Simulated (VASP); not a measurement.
Input of a VASP 6.6.1 run:

File INCAR:

```
  ALGO = Normal
  EDIFF = 1E-7
  ENCUT = 520
  GGA = CA
  ISIF = 2
  ISMEAR = 0
  ISPIN = 2
  LASPH = T
  LCHARG = F
  LORBIT = 11
  LREAL = Auto
  LWAVE = F
  MAGMOM = 0 0 0 0 0 0 0 0 0 0 0 0 0 0 0 0 -0.21 0 0 0 0.08
  NBANDS = 56
  NELM = 150
  PREC = Accurate
  SIGMA = 0.05
```

Contents of KPOINTS:

```
k-points
0
Gamma
  3 3 1
```

File POSCAR:

```
SiH4C16
1.0
    5.0487420000      0.0000000000      0.0000000000
    2.5243710000      4.3723390000      0.0000000000
    0.0000000000      0.0000000000     15.6764260000
H C Si
4 16 1
Direct
    0.1666667848      0.1666666285      0.0637901139
    0.6666667848      0.1666666285      0.0637901139
    0.1666666285      0.6666667429      0.0637901139
    0.6666666285      0.6666667429      0.0637901139
    0.1666667848      0.1666666285      0.1339591052
    0.6666667848      0.1666666285      0.1339591052
    0.1666666285      0.6666667429      0.1339591052
    0.6666666285      0.6666667429      0.1339591052
   -0.1666666285      0.3333332571      0.1668292250
    0.3333333715      0.3333332571      0.1668292250
   -0.1666667848      0.8333333715      0.1668292250
    0.3333332152      0.8333333715      0.1668292250
   -0.1719110967      0.3373928691      0.2681010327
    0.3275499077      0.3374852682      0.2680853404
   -0.1689406169      0.8310432928      0.2619620059
    0.3302277942      0.8327611377      0.2711059906
   -0.0078450521      0.0038043711      0.2955354109
    0.4965445004      0.0038318163      0.2953181420
   -0.0073833880      0.5074720876      0.2924196497
    0.4973877309      0.4979817439      0.2937044451
    0.7433818516      0.0038389064      0.3880425934
```

Potentials or basis: VASP PAW LDA potentials, release 64 (H, C, Si).

Run with:

```console
$ cat potpaw_LDA.64/H/POTCAR potpaw_LDA.64/C/POTCAR potpaw_LDA.64/Si/POTCAR > POTCAR
$ mpirun -np 1 vasp_std > vasp.out
```

(1) Predict the largest force.

(2) Estimate the band gap on the k mesh.

(3) What does it give for the net moment?

Answers

(1) 2.675 eV/Å.

(2) 0.59 eV (least direct gap 0.59 eV).

(3) 0.00 μB per cell.

Caveat: the k points lie up to 0.48 Å⁻¹ apart; there is no dipole correction, which matters where the two faces differ.
